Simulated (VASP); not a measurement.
# PbF2 (Fm-3m) in VASP: a series of runs

Aim: see how the results for PbF2 move with the level of theory and the settings. Levels: revPBE+D4, PBE-based global hybrid with 25 % exact exchange. Tasks: relaxation of cell and atoms, single point.

Program: VASP 6.6.1. These are calculated values, not measurements. Logs are shortened: lines on timing, memory, paths and dates and some standing lists are left out, and cuts for length are marked.

### 1 The cell of the first run

It takes space group Fm-3m (No. 225, cubic). Conventional cell: a = 5.927 Å, b = 5.927 Å, c = 5.927 Å, α = 90.00°, β = 90.00°, γ = 90.00°. Pb (site symmetry m-3m) has 8 F at 2.57 Å within 3.4 Å. Within 3.4 Å of F (site symmetry -43m) lie 4 Pb at 2.57 Å and 6 F at 2.96 Å.

### 2 Relaxation of cell and atoms, revPBE+D4

INCAR reads:

```
SYSTEM = PbF2
PREC     = Accurate       ! precision mode
ENCUT    = 600            ! plane-wave cutoff, eV
EDIFF    = 1E-7           ! SCF threshold, eV
ISMEAR   = -1             ! smearing method
SIGMA    = 0.05           ! smearing width, eV
LREAL    = .FALSE.        ! projectors in reciprocal space
LASPH    = .TRUE.         ! aspherical terms in the spheres
NELM     = 120            ! most SCF steps
ALGO     = Normal         ! electronic algorithm
ISIF     = 3              ! what is computed and relaxed
LWAVE    = .FALSE.        ! write WAVECAR
LCHARG   = .FALSE.        ! write CHGCAR
GGA      = RE             ! functional
IVDW     = 13             ! dispersion correction
IBRION   = 2              ! ionic algorithm
NSW      = 60             ! ionic steps
EDIFFG   = -0.01          ! ionic threshold
GGA_COMPAT= .FALSE.      
NELMIN   = 4
```

KPOINTS reads:

```
regular mesh
0
G
  8 8 8
  0 0 0
```

POSCAR reads:

```
PbF2
1.0
    0.0000000000      2.9636600000      2.9636600000
    2.9636600000      0.0000000000      2.9636600000
    2.9636600000      2.9636600000      0.0000000000
Pb F
1 2
Direct
    0.0000000000      0.0000000000      0.0000000000
    0.7500000000      0.7500000000      0.7500000000
    0.2500000000      0.2500000000      0.2500000000
```

Potentials or basis: VASP PAW PBE potentials, release 64 (Pb_d, F).

Started as:

```sh
> cat potpaw_PBE.64/Pb_d/POTCAR potpaw_PBE.64/F/POTCAR > POTCAR
> mpirun -np 1 vasp_std > vasp.out
```

OUTCAR:

```text
SYSTEM = PbF2
   PREC = Accurate
   ENCUT = 600
   EDIFF = 1E-7
   ISMEAR = -1
   LREAL = .FALSE.
   LASPH = .TRUE.
   NELM = 120
   ISIF = 3
   GGA = RE
   IVDW = 13
   IBRION = 2
   NSW = 60
   EDIFFG = -0.01
   NELMIN = 4

 ion  position               nearest neighbor table
   1  0.000  0.000  0.000-   2 2.57   2 2.57   2 2.57   3 2.57   3 2.57   3 2.57   3 2.57   2 2.57

   2  0.750  0.750  0.750-   1 2.57   1 2.57   1 2.57   1 2.57
   3  0.250  0.250  0.250-   1 2.57   1 2.57   1 2.57   1 2.57

  LATTYP: Found a face centered cubic cell.
 ALAT       =     5.9273200000

  Lattice vectors:

 A1 = (   0.0000000000,   2.9636600000,   2.9636600000)
 A2 = (   2.9636600000,   0.0000000000,   2.9636600000)
 A3 = (   2.9636600000,   2.9636600000,   0.0000000000)

Analysis of symmetry for initial positions (statically):
=====================================================================
 Subroutine PRICEL returns:
 Original cell was already a primitive cell.

 Routine SETGRP: Setting up the symmetry group for a
 face centered cubic supercell.

 Subroutine GETGRP returns: Found 48 space group operations
 (whereof 48 operations were pure point group operations)
 out of a pool of 48 trial point group operations.

The static configuration has the point symmetry O_h .

Analysis of symmetry for dynamics (positions and initial velocities):
=====================================================================
 Subroutine PRICEL returns:
 Original cell was already a primitive cell.

 Routine SETGRP: Setting up the symmetry group for a
 face centered cubic supercell.

 Subroutine GETGRP returns: Found 48 space group operations
 (whereof 48 operations were pure point group operations)
 out of a pool of 48 trial point group operations.

The dynamic configuration has the point symmetry O_h .

 Subroutine INISYM returns: Found 48 space group operations
 (whereof 48 operations are pure point group operations),
 and found     1 'primitive' translations

----------------------------------------------------------------------------------------

                                     Primitive cell

  volume of cell :      52.0613

  direct lattice vectors                    reciprocal lattice vectors
     0.000000000  2.963660000  2.963660000    -0.168710311  0.168710311  0.168710311
     2.963660000  0.000000000  2.963660000     0.168710311 -0.168710311  0.168710311
     2.963660000  2.963660000  0.000000000     0.168710311  0.168710311 -0.168710311

  length of vectors
     4.191248166  4.191248166  4.191248166     0.292214830  0.292214830  0.292214830

  position of ions in fractional coordinates (direct lattice)
     0.000000000  0.000000000  0.000000000
     0.750000000  0.750000000  0.750000000
     0.250000000  0.250000000  0.250000000

  ion indices of the primitive-cell ions
   primitive index   ion index
                 1           1
                 2           2
                 3           3

----------------------------------------------------------------------------------------

 KPOINTS: regular mesh

Automatic generation of k-mesh.
 Grid dimensions read from file:
 generate k-points for:    8    8    8

 Generating k-lattice:

  Cartesian coordinates                     Fractional coordinates (reciprocal lattice)
    -0.021088789  0.021088789  0.021088789     0.125000000  0.000000000  0.000000000
     0.021088789 -0.021088789  0.021088789     0.000000000  0.125000000  0.000000000
     0.021088789  0.021088789 -0.021088789     0.000000000  0.000000000  0.125000000

  Length of vectors
     0.036526854  0.036526854  0.036526854

  Shift w.r.t. Gamma in fractional coordinates (k-lattice)
     0.000000000  0.000000000  0.000000000

 Subroutine IBZKPT returns following result:
 ===========================================

 Found     29 irreducible k-points:

 Following reciprocal coordinates:
            Coordinates               Weight
  0.000000  0.000000  0.000000      1.000000
  0.125000  0.000000  0.000000      8.000000
  0.250000  0.000000  0.000000      8.000000
  0.375000  0.000000  0.000000      8.000000
  0.500000  0.000000  0.000000      4.000000
  0.125000  0.125000  0.000000      6.000000
[... 16 lines left out ...]
  0.500000  0.250000  0.125000     48.000000
 -0.375000  0.250000  0.125000     24.000000
 [... further k-points ...]
   k-points           NKPTS =     29   k-points in BZ     NKDIM =     29   number of bands    NBANDS=     18
   number of dos      NEDOS =    301   number of ions     NIONS =      3
   total plane-waves  NPLWV =  46656
   dimension x,y,z NGX =    36 NGY =   36 NGZ =   36
   dimension x,y,z NGXF=    72 NGYF=   72 NGZF=   72
   ions per type =               1   2
   NGX,Y,Z   is equivalent  to a cutoff of  14.28, 14.28, 14.28 a.u.
   NGXF,Y,Z  is equivalent  to a cutoff of  28.56, 28.56, 28.56 a.u.
 SYSTEM =  PbF2
   PREC   = accura    normal or accurate (medium, high low for compatibility)
   ISTART =      0    job   : 0-new  1-cont  2-samecut
   ICHARG =      2    charge: 1-file 2-atom 10-const
   ISPIN  =      1    spin polarized calculation?
   LNONCOLLINEAR =      F non collinear calculations
   LSORBIT =      F    spin-orbit coupling
   LASPH  =      T    aspherical Exc in radial PAW
   ENCUT  =  600.0 eV  44.10 Ry    6.64 a.u.   8.37  8.37  8.37*2*pi/ulx,y,z
   NELM   =    120;   NELMIN=  4; NELMDL= -5     # of ELM steps
   EDIFF  = 0.1E-06   stopping-criterion for ELM
   LREAL  =      F    real-space projection
   EDIFFG = -.1E-01   stopping-criterion for IOM
   NSW    =     60    number of steps for IOM
   IBRION =      2    ionic relax: 0-MD 1-quasi-New 2-CG
   NFREE  =      1    steps in history (QN), initial steepest desc. (CG)
   ISIF   =      3    stress and relaxation
   ISYM   =      2    0-nonsym 1-usesym 2-fastsym
   POTIM  = 0.5000    time-step for ionic-motion
   TEBEG  =    0.0;   TEEND  =   0.0 temperature during run
   PSTRESS=    0.0 pullay stress
   NELECT =      28.0000    total number of electrons
   NUPDOWN=      -1.0000    fix difference up-down
   EMIN   =  10.00;   EMAX   =-10.00  energy-range for DOS
   EFERMI =   0.00;   METHOD = LEGACY
   ISMEAR =    -1;   SIGMA  =   0.05  broadening in eV -4-tet -1-fermi 0-gaus
   EFERMI_NEDOS =   21; number of points for ismear=-14 and -15
   IALGO  =     38    algorithm
   IMIX   =      4    mixing-type and parameters
     AMIX     =   0.40;   BMIX     =  1.00
     AMIX_MAG =   1.60;   BMIX_MAG =  1.00
  volume/ion in A,a.u.               =      17.35       117.11
  Fermi-wavevector in a.u.,A,eV,Ry     =   1.331340  2.515869 24.115883  1.772467
  Thomas-Fermi vector in A             =   2.460359
   LORBIT       =      0    0 simple, 1 ext, 2 COOP (PROOUT), +10 PAW based schemes
   GGA     = RE    functional components
   LHFCALC =     F    Hartree Fock is set to
   AEXX    =    0.0000 exact exchange contribution
   IVDW    =    13    specifies the selected vdW correction
   LEPSILON=     F    determine dielectric tensor
   LRPA    =     F    only Hartree local field effects (RPA)
 conjugate gradient relaxation of ions
 non-spin polarized calculation
  energy-cutoff  :      600.00
  volume of cell :       52.06
 maximum number of plane-waves:      1807
 NGX is ok and might be reduce to    36
   NGX = 17   NGY = 17   NGZ = 17

--------------------------------------- Ionic step        1  -------------------------------------------

 number of electron      28.0000008 magnetization

 Free energy of the ion-electron system (eV)
  ---------------------------------------------------
  ext. energy  EPLUGINS =         0.00000000
  ---------------------------------------------------
  free energy    TOTEN  =       -13.51298836 eV

  energy without entropy =      -13.51298836  energy(sigma->0) =      -13.51298836

------------------------ aborting loop because EDIFF is reached ----------------------------------------

  DFT-D4 for vdW energy calculation

  Edisp (eV):   -0.94464

  FORCE on cell =-STRESS in cart. coord.  units (eV):
  Direction    XX          YY          ZZ          XY          YZ          ZX
  --------------------------------------------------------------------------------------
  -------------------------------------------------------------------------------------
  Total       2.46252     2.46252     2.46252     0.00000     0.00000    -0.00000
  in kB      75.78351    75.78351    75.78351     0.00000     0.00000    -0.00000
  external pressure =       75.78 kB  Pullay stress =        0.00 kB
[... 186 lines left out ...]
  energy  without entropy=      -14.5300195987  energy(sigma->0) =      -14.53001960

--------------------------------------- Ionic step        6  -------------------------------------------

 number of electron      27.9999995 magnetization

 Free energy of the ion-electron system (eV)
  ---------------------------------------------------
  ext. energy  EPLUGINS =         0.00000000
  ---------------------------------------------------
  free energy    TOTEN  =       -13.55920467 eV

  energy without entropy =      -13.55920467  energy(sigma->0) =      -13.55920467

 E-fermi :   2.7248     XC(G=0):  -8.8935

 val. band max:        1.5091672717   @ k =  -0.2500   0.5000   0.2500
 cond. band min:       6.0312293801   @ k =   0.5000   0.5000   0.0000
 fundamental gap:      4.5220621084
 Fermi energy:         2.7248456577

 k-point     1 :       0.0000    0.0000    0.0000
  band No.  band energies     occupation
      1     -19.3187      2.00000
      2     -18.7847      2.00000
      3     -12.9627      2.00000
      4     -12.9627      2.00000
      5     -12.9627      2.00000
      6     -12.9297      2.00000
[... 10 lines left out ...]
     17       8.3149      0.00000
     18      12.3612      0.00000
[... 466 lines left out ...]
      2     -19.0214      2.00000
      3     -12.9444      2.00000
      4     -12.9362      2.00000
      5     -12.9030      2.00000
      6     -12.8748      2.00000
[... 10 lines left out ...]
     17       9.1687      0.00000
     18      12.7441      0.00000

 [... further k-points ...]

------------------------ aborting loop because EDIFF is reached ----------------------------------------

  DFT-D4 for vdW energy calculation

  Edisp (eV):   -0.97084

  FORCE on cell =-STRESS in cart. coord.  units (eV):
  Direction    XX          YY          ZZ          XY          YZ          ZX
  --------------------------------------------------------------------------------------
  -------------------------------------------------------------------------------------
  Total      -0.00687    -0.00687    -0.00687     0.00000     0.00000    -0.00000
  in kB      -0.20218    -0.20218    -0.20218     0.00000     0.00000    -0.00000
  external pressure =       -0.20 kB  Pullay stress =        0.00 kB
[... 18 lines left out ...]
  FREE ENERGIE OF THE ION-ELECTRON SYSTEM (eV)
  ---------------------------------------------------
  free  energy   TOTEN  =       -14.5300441414 eV

  energy  without entropy=      -14.5300441414  energy(sigma->0) =      -14.53004414

 reached required accuracy - stopping structural energy minimisation
```

Run time: 1.7 min. Hardware: 1 thread of AMD EPYC 9R45 (Zen 5), shared host; peak memory 0.19 GiB.

What came out:

| Quantity | Value |
| --- | --- |
| Free energy | -14.5300 eV |
| Relaxed volume | 18.14 Å³/atom |
| Relaxed cell | a = 4.253 Å, b = 4.253 Å, c = 4.253 Å, α = 60.00°, β = 60.00°, γ = 60.00° |
| Space group after relaxing (to 0.1 Å) | Fm-3m (No. 225) |
| Energy gained by relaxing | 24.1 meV/atom |
| Ionic steps | 6 |
| Pressure after relaxing | 0.0 GPa |
| Band gap on the k mesh | 4.52 eV (least direct gap 4.66 eV) |
| Dispersion energy per atom | -0.324 eV |

The path:
| step | energy change (eV) | largest force (eV/Å) | pressure (GPa) | volume (Å³) |
| --- | --- | --- | --- | --- |
| 1 | 0.0000 | 0.0000 | 7.58 | 52.06 |
| 2 | -0.0224 | 0.0000 | -3.02 | 58.49 |
| 3 | -0.0695 | 0.0000 | -1.17 | 55.11 |
| 4 | -0.0719 | 0.0000 | -0.54 | 54.68 |
| 5 | -0.0724 | 0.0000 | 0.14 | 54.34 |
| 6 | -0.0724 | 0.0000 | -0.02 | 54.41 |

Final structure:
```
CELL_PARAMETERS angstrom
0.00000 3.00751 3.00751
3.00751 0.00000 3.00751
3.00751 3.00751 0.00000
ATOMIC_POSITIONS crystal
Pb 0.00000 0.00000 0.00000
F 0.75000 0.75000 0.75000
F 0.25000 0.25000 0.25000
```

Levels at points of the mesh, in eV from the valence-band top:
```
           k point  band 10  band 11  band 12  band 13  band 14  band 15  band 16  band 17  band 18
(0.00, 0.00, 0.00)    -2.18    -2.18    -1.70    -1.70    -1.70     6.81     6.81     6.81    10.85
(0.50, 0.00, 0.00)    -2.35    -2.35    -1.87    -1.87    -0.01     5.16     7.59     7.59    13.45
(0.50, 0.50, 0.00)    -3.16    -1.32    -1.32    -1.31    -0.13     4.52     7.81     7.81     9.38
```

Caveat: the PAW data sets were made with another functional, which shifts forces and pressure a little; spin-orbit coupling is left out, which moves the levels of the heavy elements.

### 3 Single point, PBE-based global hybrid with 25 % exact exchange

POSCAR is that of step 2.

INCAR.step1 reads:

```
ALGO     = Normal         # electronic algorithm
EDIFF    = 1E-5           # SCF threshold, eV
ENCUT    = 520            # plane-wave cutoff, eV
GGA      = PE             # functional
GGA_COMPAT= False        
ISIF     = 2              # what is computed and relaxed
ISMEAR   = -1             # smearing method
LASPH    = True           # aspherical terms in the spheres
LCHARG   = False          # write CHGCAR
LREAL    = False          # projectors in reciprocal space
LWAVE    = True           # write WAVECAR
NBANDS   = 21             # bands
NELM     = 120            # most SCF steps
PREC     = Accurate       # precision mode
SIGMA    = 0.05           # smearing width, eV
```

INCAR.step2 reads:

```
AEXX     = 0.25           # exact-exchange fraction
ALGO     = Normal         # electronic algorithm
EDIFF    = 1E-6           # SCF threshold, eV
ENCUT    = 520            # plane-wave cutoff, eV
GGA      = PE             # functional
GGA_COMPAT= False        
ISIF     = 2              # what is computed and relaxed
ISMEAR   = -1             # smearing method
ISTART   = 1            
LASPH    = True           # aspherical terms in the spheres
LCHARG   = False          # write CHGCAR
LHFCALC  = True           # exact exchange
LREAL    = False          # projectors in reciprocal space
LWAVE    = False          # write WAVECAR
NBANDS   = 21             # bands
NELM     = 120            # most SCF steps
PREC     = Accurate       # precision mode
PRECFOCK = Normal       
SIGMA    = 0.05           # smearing width, eV
```

KPOINTS reads:

```
k-points
0
Gamma
  5 5 5
```

Potentials or basis: VASP PAW PBE potentials, release 64 (Pb_d, F).

Started as:

```sh
> cat potpaw_PBE.64/Pb_d/POTCAR potpaw_PBE.64/F/POTCAR > POTCAR
> cp INCAR.step1 INCAR
> mpirun -np 1 vasp_std > vasp.out
> cp INCAR.step2 INCAR
> mpirun -np 1 vasp_std > vasp.out
```

OUTCAR:

```text
AEXX = 0.25
   EDIFF = 1E-6
   ENCUT = 520
   GGA = PE
   ISIF = 2
   ISMEAR = -1
   ISTART = 1
   LASPH = True
   LHFCALC = True
   LREAL = False
   NELM = 120
   PREC = Accurate
   PRECFOCK = Normal

 ion  position               nearest neighbor table
   1  0.000  0.000  0.000-   2 2.57   2 2.57   2 2.57   3 2.57   3 2.57   3 2.57   3 2.57   2 2.57

   2  0.750  0.750  0.750-   1 2.57   1 2.57   1 2.57   1 2.57
   3  0.250  0.250  0.250-   1 2.57   1 2.57   1 2.57   1 2.57

  LATTYP: Found a face centered cubic cell.
 ALAT       =     5.9273200000

  Lattice vectors:

[... 421 lines left out ...]
  FORCE on cell =-STRESS in cart. coord.  units (eV):
  Direction    XX          YY          ZZ          XY          YZ          ZX
  --------------------------------------------------------------------------------------
  -------------------------------------------------------------------------------------
  Total        0.2125948      0.2125948      0.2125948      0.0000000      0.0000000      0.0000000
  in kB        6.5425647      6.5425647      6.5425647      0.0000000      0.0000000      0.0000000
  external PRESSURE =       6.5425647 kB  Pullay stress =       0.0000000 kB

 VOLUME and BASIS-vectors are now :
 -----------------------------------------------------------------------------
  energy-cutoff  :      520.00
  volume of cell :       52.06
      direct lattice vectors                 reciprocal lattice vectors
     0.000000000  2.963660000  2.963660000    -0.168710311  0.168710311  0.168710311
     2.963660000  0.000000000  2.963660000     0.168710311 -0.168710311  0.168710311
     2.963660000  2.963660000  0.000000000     0.168710311  0.168710311 -0.168710311

 POSITION                                       TOTAL-FORCE (eV/Angst)
 -----------------------------------------------------------------------------------
      0.00000      0.00000      0.00000        -0.000000     -0.000000      0.000000
      4.44549      4.44549      4.44549        -0.000000     -0.000000      0.000000
      1.48183      1.48183      1.48183         0.000000      0.000000     -0.000000
 -----------------------------------------------------------------------------------
    total drift:                                0.000000     -0.000000      0.000000

  FREE ENERGIE OF THE ION-ELECTRON SYSTEM (eV)
  ---------------------------------------------------
  free  energy   TOTEN  =       -19.0451376126 eV

  energy  without entropy=      -19.0451376126  energy(sigma->0) =      -19.04513761
```

Wall time 22 min (1 thread of Intel Xeon Platinum 8488C (Sapphire Rapids), shared host); peak memory 0.2 GiB.

What came out:

```
Free energy            : -19.0451 eV
Pressure               : 0.7 GPa
Band gap on the k mesh : 6.58 eV (least direct gap 6.84 eV)
```

Caveat: the PAW data sets were made with another functional, which shifts forces and pressure a little; spin-orbit coupling is left out, which moves the levels of the heavy elements; an odd mesh through Γ misses points on the zone boundary, where band edges can lie.
